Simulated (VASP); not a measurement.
# InSe (C2/m) in VASP: notebook

InSe is run at these levels: PBEsol; tasks: single point.

Everything below comes from runs of VASP 6.6.1. Logs are shortened: lines on timing, memory, paths and dates and some standing lists are left out, and cuts for length are marked.

## 1. The cell of the first run

Symmetry: C2/m, No. 12, monoclinic system. The conventional cell has a = 12.770 Å, b = 4.111 Å, c = 4.630 Å, α = 90.00°, β = 109.25°, γ = 90.00°. Within 3.6 Å of In (site symmetry m) lie 5 Se at 2.74 to 3.57 Å and 1 In at 3.10 Å. Se (site symmetry m) has 7 In at 2.74 to 4.11 Å and 7 Se at 3.74 to 4.11 Å within 4.2 Å.

## 2. Single point, PBEsol (strain +0.1125 x Voigt [1, 0, 0, 0, 0, 0])

The input, INCAR:

```
PREC = Accurate
ENCUT = 520
EDIFF = 1E-7
ISMEAR = 0
SIGMA = 0.05
LREAL = F
LASPH = T
NELM = 100
ALGO = Normal
ISIF = 2
LWAVE = F
LCHARG = T
GGA = PS
LELF = T
LVHAR = T
NBANDS = 27
```

The input, KPOINTS:

```
Automatic mesh
0
Gamma
  8 8 6
```

The input, POSCAR:

```
InSe
1.0
    6.5358556671     -2.0552742521     -0.0052948673
    6.5358556671      2.0552742521     -0.0052948673
   -1.7856945563      0.0000000000      4.2720903652
In Se
2 2
Direct
    0.8858026589      0.8858026589      0.0290539339
    0.1141973411      0.1141973411      0.9709460661
    0.6547212217      0.6547212217      0.6374867706
    0.3452787783      0.3452787783      0.3625132294
```

Potentials or basis: VASP PAW PBE potentials, release 64 (In_d, Se).

Launch:

```
cat potpaw_PBE.64/In_d/POTCAR potpaw_PBE.64/Se/POTCAR > POTCAR
mpirun -np 1 vasp_std > vasp.out
```

OUTCAR:

```text
PREC = Accurate
   ENCUT = 520
   EDIFF = 1E-7
   ISMEAR = 0
   LREAL = F
   LASPH = T
   NELM = 100
   ISIF = 2
   GGA = PS

 ion  position               nearest neighbor table
   1  0.886  0.886  0.029-   4 2.74   4 2.74   3 2.86   2 3.10   2 4.02   2 4.02
   2  0.114  0.114  0.971-   3 2.74   3 2.74   4 2.86   1 3.10   1 4.02   1 4.02
   3  0.655  0.655  0.637-   2 2.74   2 2.74   1 2.86
   4  0.345  0.345  0.363-   1 2.74   1 2.74   2 2.86

  Warning from LATTYP: Got some problem with cell dimensions!
  Tried to take original basis but could not verify dimensions!
  LATTYP: Found a base centered monoclinic cell.
 ALAT       =    12.7702113372
 B/A-ratio  =     0.3218857070
 C/A-ratio  =     0.3625841774
 COS(beta)  =    -0.3296419184

  Lattice vectors:

 A1 = (  -4.7501611108,   2.0552742521,  -4.2667954979)
 A2 = (  -4.7501611108,  -2.0552742521,  -4.2667954979)
 A3 = (  -1.7856945563,   0.0000000000,   4.2720903652)

Analysis of symmetry for initial positions (statically):
=====================================================================
 Subroutine PRICEL returns:
 Original cell was already a primitive cell.

 Routine SETGRP: Setting up the symmetry group for a
 base centered monoclinic supercell.

 Subroutine GETGRP returns: Found  4 space group operations
 (whereof  4 operations were pure point group operations)
 out of a pool of  4 trial point group operations.

The static configuration has the point symmetry C_2h.

Analysis of symmetry for dynamics (positions and initial velocities):
=====================================================================
 Subroutine PRICEL returns:
 Original cell was already a primitive cell.

 Routine SETGRP: Setting up the symmetry group for a
 base centered monoclinic supercell.

 Subroutine GETGRP returns: Found  4 space group operations
 (whereof  4 operations were pure point group operations)
 out of a pool of  4 trial point group operations.

The dynamic configuration has the point symmetry C_2h.

 Subroutine INISYM returns: Found  4 space group operations
 (whereof  4 operations are pure point group operations),
 and found     1 'primitive' translations

----------------------------------------------------------------------------------------

                                     Primitive cell
[... 93 lines left out ...]
   ENCUT  =  520.0 eV  38.22 Ry    6.18 a.u.  12.74 12.74  8.61*2*pi/ulx,y,z
   NELM   =    100;   NELMIN=  2; NELMDL= -5     # of ELM steps
   EDIFF  = 0.1E-06   stopping-criterion for ELM
   LREAL  =      F    real-space projection
   EDIFFG = 0.1E-05   stopping-criterion for IOM
   NSW    =      0    number of steps for IOM
   IBRION =     -1    ionic relax: 0-MD 1-quasi-New 2-CG
   NFREE  =      0    steps in history (QN), initial steepest desc. (CG)
   ISIF   =      2    stress and relaxation
   ISYM   =      2    0-nonsym 1-usesym 2-fastsym
   POTIM  = 0.5000    time-step for ionic-motion
   TEBEG  =    0.0;   TEEND  =   0.0 temperature during run
   PSTRESS=    0.0 pullay stress
   NELECT =      38.0000    total number of electrons
   NUPDOWN=      -1.0000    fix difference up-down
   EMIN   =  10.00;   EMAX   =-10.00  energy-range for DOS
   EFERMI =   0.00;   METHOD = LEGACY
   ISMEAR =     0;   SIGMA  =   0.05  broadening in eV -4-tet -1-fermi 0-gaus
   EFERMI_NEDOS =   21; number of points for ismear=-14 and -15
   IALGO  =     38    algorithm
   IMIX   =      4    mixing-type and parameters
     AMIX     =   0.40;   BMIX     =  1.00
     AMIX_MAG =   1.60;   BMIX_MAG =  1.00
  volume/ion in A,a.u.               =      28.68       193.57
  Fermi-wavevector in a.u.,A,eV,Ry     =   1.132672  2.140440 17.455539  1.282946
  Thomas-Fermi vector in A             =   2.269374
   LORBIT       =      0    0 simple, 1 ext, 2 COOP (PROOUT), +10 PAW based schemes
   GGA     = PS    functional components
   LHFCALC =     F    Hartree Fock is set to
   AEXX    =    0.0000 exact exchange contribution
   IVDW    =     0    specifies the selected vdW correction
   LEPSILON=     F    determine dielectric tensor
   LRPA    =     F    only Hartree local field effects (RPA)
 non-spin polarized calculation
 Gauss-broadening in eV      SIGMA  =   0.05
  energy-cutoff  :      520.00
  volume of cell :      114.73
 maximum number of plane-waves:      3128
 NGX is ok and might be reduce to    54
   NGX = 25   NGY = 25   NGZ = 17

 number of electron      38.0000002 magnetization

 Free energy of the ion-electron system (eV)
  ---------------------------------------------------
  ext. energy  EPLUGINS =         0.00000000
  ---------------------------------------------------
  free energy    TOTEN  =       -15.15447380 eV

  energy without entropy =      -15.15425283  energy(sigma->0) =      -15.15436331

 E-fermi :   4.0102     XC(G=0):  -9.3581

 val. band max:        3.9334513311   @ k =  -0.1250  -0.1250   0.3333
 cond. band min:       4.0153095059   @ k =  -0.2500  -0.2500   0.3333
 fundamental gap:      0.0818581749
 Fermi energy:         4.0102175810

 k-point     1 :       0.0000    0.0000    0.0000
  band No.  band energies     occupation
      1     -10.4931      2.00000
      2     -10.3681      2.00000
      3     -10.3129      2.00000
      4     -10.2878      2.00000
      5     -10.2748      2.00000
      6     -10.2740      2.00000
[... 709 lines left out ...]
     26      10.3749      0.00000
     27      11.2080      0.00000

 [... further k-points ...]

------------------------ aborting loop because EDIFF is reached ----------------------------------------

  FORCE on cell =-STRESS in cart. coord.  units (eV):
  Direction    XX          YY          ZZ          XY          YZ          ZX
  --------------------------------------------------------------------------------------
  -------------------------------------------------------------------------------------
  Total       -6.7343477     -1.7150473     -2.0262970      0.0000000      0.0000000     -0.0426442
  in kB      -94.0395503    -23.9492061    -28.2955488      0.0000000      0.0000000     -0.5954902
  external PRESSURE =     -48.7614351 kB  Pullay stress =       0.0000000 kB

 VOLUME and BASIS-vectors are now :
 -----------------------------------------------------------------------------
  energy-cutoff  :      520.00
  volume of cell :      114.73
      direct lattice vectors                 reciprocal lattice vectors
     6.535855667 -2.055274252 -0.005294867     0.076526991 -0.243276536  0.031987580
     6.535855667  2.055274252 -0.005294867     0.076526991  0.243276536  0.031987580
    -1.785694556  0.000000000  4.272090365     0.000189696  0.000000000  0.234156737

 POSITION                                       TOTAL-FORCE (eV/Angst)
 -----------------------------------------------------------------------------------
     11.52708      0.00000      0.11474         0.022770      0.000000     -0.119863
     -0.24106      0.00000      4.14676        -0.022770      0.000000      0.119863
      7.41997      0.00000      2.71647         0.100713      0.000000      0.269066
      3.86605      0.00000      1.54503        -0.100713      0.000000     -0.269066
 -----------------------------------------------------------------------------------
    total drift:                               -0.000000      0.000000      0.000000

  FREE ENERGIE OF THE ION-ELECTRON SYSTEM (eV)
  ---------------------------------------------------
  free  energy   TOTEN  =       -15.1544738006 eV

  energy  without entropy=      -15.1542528251  energy(sigma->0) =      -15.15436331
```

Run time: 4.6 min. Hardware: 1 thread of Intel Xeon 6975P-C (Granite Rapids), shared host; peak memory 0.51 GiB.

Results:

* Free energy: -15.1545 eV
* Pressure: -4.9 GPa
* Largest force: 0.287 eV/Å
* Band gap on the k mesh: zero (bands 19 and 20 overlap by 0.22 eV)

Forces on the atoms (eV/Å):
```
In   0.023  0.000 -0.120
In  -0.023  0.000  0.120
Se   0.101  0.000  0.269
Se  -0.101  0.000 -0.269
```

Stress tensor (GPa, compression positive):
```
-9.40  0.00 -0.06
 0.00 -2.39  0.00
-0.06  0.00 -2.83
```

Caveat: the cell differs from its parent crystal (strain +0.1125 x Voigt [1, 0, 0, 0, 0, 0]); the cell stands under tension; the PAW data sets were made with another functional, which shifts forces and pressure a little; spin-orbit coupling is left out, which moves the levels of the heavy elements.

## 3. Single point, PBEsol (strain -0.1500 x Voigt [1, 0, 0, 0, 0, 0])

The input, INCAR:

```
SYSTEM = InSe
PREC = Accurate
ENCUT = 520
EDIFF = 1E-6
ISMEAR = 0
SIGMA = 0.05
LREAL = .FALSE.
LASPH = .TRUE.
NELM = 60
ALGO = Normal
ISIF = 2
LWAVE = .FALSE.
LCHARG = .FALSE.
GGA = PS
NBANDS = 27
```

The input, KPOINTS:

```
Automatic mesh
0
G
  8 8 6
  0 0 0
```

The input, POSCAR:

```
InSe
1.0
    4.9936874760     -2.0552742521     -0.0052948673
    4.9936874760      2.0552742521     -0.0052948673
   -1.3643508970      0.0000000000      4.2720903652
In Se
2 2
Direct
    0.8858026589      0.8858026589      0.0290539339
    0.1141973411      0.1141973411      0.9709460661
    0.6547212217      0.6547212217      0.6374867706
    0.3452787783      0.3452787783      0.3625132294
```

Potentials or basis: VASP PAW PBE potentials, release 64 (In_d, Se).

Launch:

```
cat potpaw_PBE.64/In_d/POTCAR potpaw_PBE.64/Se/POTCAR > POTCAR
mpirun -np 1 vasp_std > vasp.out
```

OUTCAR:

```text
SYSTEM = InSe
   PREC = Accurate
   ENCUT = 520
   EDIFF = 1E-6
   ISMEAR = 0
   LREAL = .FALSE.
   LASPH = .TRUE.
   NELM = 60
   ISIF = 2
   GGA = PS

 ion  position               nearest neighbor table
   1  0.886  0.886  0.029-   2 2.37   3 2.44   4 2.64   4 2.64   2 3.35   2 3.35
   2  0.114  0.114  0.971-   1 2.37   4 2.44   3 2.64   3 2.64   1 3.35   1 3.35
   3  0.655  0.655  0.637-   1 2.44   2 2.64   2 2.64
   4  0.345  0.345  0.363-   2 2.44   1 2.64   1 2.64

  LATTYP: Found a base centered monoclinic cell.
 ALAT       =     9.9873805662
 B/A-ratio  =     0.4115742338
 C/A-ratio  =     0.4490330349
 COS(beta)  =    -0.3052357848

  Lattice vectors:

 A1 = (   4.9936874760,  -2.0552742521,  -0.0052948673)
 A2 = (   4.9936874760,   2.0552742521,  -0.0052948673)
 A3 = (  -1.3643508970,   0.0000000000,   4.2720903652)

Analysis of symmetry for initial positions (statically):
=====================================================================
 Subroutine PRICEL returns:
 Original cell was already a primitive cell.

 Routine SETGRP: Setting up the symmetry group for a
 base centered monoclinic supercell.

 Subroutine GETGRP returns: Found  4 space group operations
 (whereof  4 operations were pure point group operations)
 out of a pool of  4 trial point group operations.

The static configuration has the point symmetry C_2h.

Analysis of symmetry for dynamics (positions and initial velocities):
=====================================================================
 Subroutine PRICEL returns:
 Original cell was already a primitive cell.

 Routine SETGRP: Setting up the symmetry group for a
 base centered monoclinic supercell.

 Subroutine GETGRP returns: Found  4 space group operations
 (whereof  4 operations were pure point group operations)
 out of a pool of  4 trial point group operations.

[... 120 lines left out ...]
   EFERMI_NEDOS =   21; number of points for ismear=-14 and -15
   IALGO  =     38    algorithm
   IMIX   =      4    mixing-type and parameters
     AMIX     =   0.40;   BMIX     =  1.00
     AMIX_MAG =   1.60;   BMIX_MAG =  1.00
  volume/ion in A,a.u.               =      21.92       147.89
  Fermi-wavevector in a.u.,A,eV,Ry     =   1.238981  2.341334 20.885938  1.535073
  Thomas-Fermi vector in A             =   2.373483
   LORBIT       =      0    0 simple, 1 ext, 2 COOP (PROOUT), +10 PAW based schemes
   GGA     = PS    functional components
   LHFCALC =     F    Hartree Fock is set to
   AEXX    =    0.0000 exact exchange contribution
   IVDW    =     0    specifies the selected vdW correction
   LEPSILON=     F    determine dielectric tensor
   LRPA    =     F    only Hartree local field effects (RPA)
 non-spin polarized calculation
 Gauss-broadening in eV      SIGMA  =   0.05
  energy-cutoff  :      520.00
  volume of cell :       87.66
 maximum number of plane-waves:      2396
   NGX = 21   NGY = 21   NGZ = 17

 number of electron      38.0000000 magnetization

 Free energy of the ion-electron system (eV)
  ---------------------------------------------------
  ext. energy  EPLUGINS =         0.00000000
  ---------------------------------------------------
  free energy    TOTEN  =       -14.01087996 eV

  energy without entropy =      -14.01086392  energy(sigma->0) =      -14.01087194

 E-fermi :   7.0382     XC(G=0): -10.5509

 val. band max:        6.9536411512   @ k =  -0.3750  -0.3750   0.1667
 cond. band min:       7.1134414762   @ k =   0.0000   0.0000   0.5000
 fundamental gap:      0.1598003250
 Fermi energy:         7.0382443104

 k-point     1 :       0.0000    0.0000    0.0000
  band No.  band energies     occupation
      1      -8.7421      2.00000
      2      -8.6283      2.00000
      3      -8.0845      2.00000
      4      -8.0734      2.00000
      5      -7.8232      2.00000
      6      -7.7715      2.00000
[... 709 lines left out ...]
     26      14.5139      0.00000
     27      15.7415      0.00000

 [... further k-points ...]

------------------------ aborting loop because EDIFF is reached ----------------------------------------

  FORCE on cell =-STRESS in cart. coord.  units (eV):
  Direction    XX          YY          ZZ          XY          YZ          ZX
  --------------------------------------------------------------------------------------
  -------------------------------------------------------------------------------------
  Total       21.5113516      3.6964676      6.4525910      0.0000000      0.0000000      3.2784783
  in kB      393.1549990     67.5589682    117.9316129      0.0000000      0.0000000     59.9195327
  external PRESSURE =     192.8818600 kB  Pullay stress =       0.0000000 kB

 VOLUME and BASIS-vectors are now :
 -----------------------------------------------------------------------------
  energy-cutoff  :      520.00
  volume of cell :       87.66
      direct lattice vectors                 reciprocal lattice vectors
     4.993687476 -2.055274252 -0.005294867     0.100160327 -0.243276536  0.031987580
     4.993687476  2.055274252 -0.005294867     0.100160327  0.243276536  0.031987580
    -1.364350897  0.000000000  4.272090365     0.000248279  0.000000000  0.234156737

 POSITION                                       TOTAL-FORCE (eV/Angst)
 -----------------------------------------------------------------------------------
      8.80720      0.00000      0.11474        -2.130897      0.000000      1.199312
     -0.18418      0.00000      4.14676         2.130897      0.000000     -1.199312
      5.66919      0.00000      2.71647        -0.606565      0.000000     -0.978374
      2.95383      0.00000      1.54503         0.606565      0.000000      0.978374
 -----------------------------------------------------------------------------------
    total drift:                               -0.000000     -0.000000      0.000000

  FREE ENERGIE OF THE ION-ELECTRON SYSTEM (eV)
  ---------------------------------------------------
  free  energy   TOTEN  =       -14.0108799608 eV

  energy  without entropy=      -14.0108639205  energy(sigma->0) =      -14.01087194
```

OSZICAR:

```text
N       E                     dE             d eps       ncg     rms          rms(c)
DAV:   1     0.346590329008E+03    0.34659E+03   -0.17879E+04  6162   0.172E+03
DAV:   2     0.260903803047E+02   -0.32050E+03   -0.31078E+03  6227   0.416E+02
DAV:   3    -0.128935582940E+02   -0.38984E+02   -0.38340E+02  7782   0.149E+02
DAV:   4    -0.144678201222E+02   -0.15743E+01   -0.15702E+01  7525   0.296E+01
DAV:   5    -0.145172317494E+02   -0.49412E-01   -0.49404E-01  9216   0.538E+00    0.909E+00
DAV:   6    -0.140769384980E+02    0.44029E+00   -0.68210E-01  8625   0.157E+01    0.532E+00
DAV:   7    -0.140145579461E+02    0.62381E-01   -0.38396E-01  9464   0.604E+00    0.114E+00
DAV:   8    -0.140112987509E+02    0.32592E-02   -0.50860E-02  9409   0.277E+00    0.817E-01
DAV:   9    -0.140109333177E+02    0.36543E-03   -0.44736E-03  6988   0.443E-01    0.224E-01
DAV:  10    -0.140108745363E+02    0.58781E-04   -0.59583E-04 10192   0.372E-01    0.133E-01
DAV:  11    -0.140108884293E+02   -0.13893E-04   -0.24550E-04  9399   0.195E-01    0.370E-02
DAV:  12    -0.140108795056E+02    0.89237E-05   -0.32293E-05  8014   0.514E-02    0.246E-02
DAV:  13    -0.140108799608E+02   -0.45520E-06   -0.37304E-06  6916   0.121E-02
   1 F= -.14010880E+02 E0= -.14010872E+02  d E =-.160403E-04
```

It took 2 min on 1 thread of Intel Xeon 6975P-C (Granite Rapids), shared host; peak memory 0.39 GiB.

What came out:

```
Free energy            : -14.0109 eV
Pressure               : 19.3 GPa
Largest force          : 2.445 eV/Å
Band gap on the k mesh : 0.16 eV (least direct gap 0.85 eV)
```

Forces in eV/Å, atoms in the order of the input:
```
In  -2.131  0.000  1.199
In   2.131  0.000 -1.199
Se  -0.607  0.000 -0.978
Se   0.607  0.000  0.978
```

Levels at points of the mesh, in eV from the valence-band top:
```
           k point  band 16  band 17  band 18  band 19  band 20  band 21  band 22  band 23
(0.00, 0.00, 0.00)    -3.24    -3.15    -2.53    -2.14     2.48     3.38     4.30     4.43
(0.50, 0.00, 0.00)    -2.97    -2.51    -1.99    -1.29     1.25     2.94     3.10     3.45
(0.50, 0.50, 0.00)    -2.69    -2.14    -0.96    -0.22     1.70     2.50     3.91     4.45
(0.00, 0.00, 0.50)    -2.37    -2.24    -1.97    -0.75     0.16     2.17     2.58     2.99
(0.50, 0.00, 0.50)    -3.90    -3.43    -3.13    -1.42     3.30     4.00     4.21     5.27
(0.50, 0.50, 0.50)    -2.57    -2.45    -1.48    -0.40     1.74     3.12     3.46     4.51
```

Caveat: the cell differs from its parent crystal (strain -0.1500 x Voigt [1, 0, 0, 0, 0, 0]); the cell stands under pressure; the PAW data sets were made with another functional, which shifts forces and pressure a little; spin-orbit coupling is left out, which moves the levels of the heavy elements. A k mesh can miss the band edges.

[end of part 1 of 2]
